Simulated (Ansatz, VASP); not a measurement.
**One calculation of InAs3, two programs**

Contents of INCAR:

```
  PREC = Accurate
  ENCUT = 520
  EDIFF = 1E-6
  ISMEAR = 0
  SIGMA = 0.1
  LREAL = F
  LASPH = T
  NELM = 100
  ALGO = Normal
  ISIF = 2
  LWAVE = F
  LCHARG = F
  GGA = PE
  NBANDS = 22
```

The input KPOINTS:

```
regular mesh
0
Gamma
  6 6 2
```

File POSCAR:

```
InAs3
1.0
    3.7530874100      0.0000000000      0.0000000000
   -1.8765437100      3.2502690400      0.0000000000
    0.0000000000      0.0000000000      8.3880979500
In As
1 3
Direct
    0.0000000000      0.0000000000      0.5000000000
    0.0000000000      0.0000000000      0.7244438300
    0.0000000000      0.0000000000      0.2755561700
    0.0000000000      0.0000000000      0.0000000000
```

Input for Ansatz:

```yaml
crystal:
  lattice:
    - [3.75308741, 0.0, 0.0]
    - [-1.87654371, 3.25026904, 0.0]
    - [0.0, 0.0, 8.38809795]
  atoms:
    - { symbol: In, position: [0.0, 0.0, 0.5] }
    - { symbol: As, position: [0.0, 0.0, 0.72444383] }
    - { symbol: As, position: [0.0, 0.0, 0.27555617] }
    - { symbol: As, position: [0.0, 0.0, 0.0] }
basis:
  ecutwfc: 420
kpoints:
  mp_grid: { grid: [6, 6, 2] }
hamiltonian:
  xc: pbe
scf:
  occupations: { method: gaussian, width: 0.1 }
  lower_state_search: "off"
output:
  forces: true
  stress: true
  eigenvalues: true
```

Alike in both runs: task single point; functional PBE; k mesh 6 × 6 × 2; occupations gaussian, width 0.1 eV; no spin polarisation.

|  | VASP | Ansatz |
| --- | --- | --- |
| version | VASP 6.6.1 | Ansatz 0.2.0 |
| potentials or method | VASP PAW PBE potentials, release 64 (In_d, As), cutoff 520 eV | scalar-relativistic, plane waves, PAW |
| valence electrons in the cell | 28 | 58 |

VASP gave:

| Quantity | Value |
| --- | --- |
| gap on the k mesh at the Fermi level (eV) | none |
| rms of the force components (eV/Å) | 7.745 |

What did Ansatz give for the same quantities?

gap on the k mesh at the Fermi level (eV): none; rms of the force components (eV/Å): 7.821.

Atom by atom the forces differ by 0.076 eV/Å (rms over components). A gap of «none» marks a metal or a gap that the smearing closes. VASP's potentials hold 28 valence electrons a cell and Ansatz's 58, so a difference there can come from the potentials and not from the codes.

The k mesh is coarse, so the values compare programs but aren't converged.
